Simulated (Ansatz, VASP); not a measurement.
# KBr in VASP and in Ansatz

```
K Br
1.0
     0.00000    3.30225    3.30225
     3.30225    0.00000    3.30225
     3.30225    3.30225    0.00000
K Br
1 1
Direct
  0.00000 0.00000 0.00000
  0.50000 0.50000 0.50000
```

Alike in both runs: task single point; functional PBE; k mesh 4 × 4 × 4; occupations methfessel-paxton of order 1, width 0.001 eV; no spin polarisation.

```csv
,VASP,Ansatz
version,VASP 6.6.1,Ansatz 0.2.0
potentials or method,"VASP PAW PBE potentials, release 64 (K_sv, Br)",plane waves
plane-wave cutoff (eV),500,420
valence electrons in the cell,16,16
```

```tsv
	VASP	Ansatz	Ansatz less VASP
gap on the k mesh at the Fermi level (eV)	4.43	4.43	+0.002
pressure (GPa)	0.7	0.7	-0.03
```

With one functional, cell and mesh, what is left measures potentials, basis and numerics.
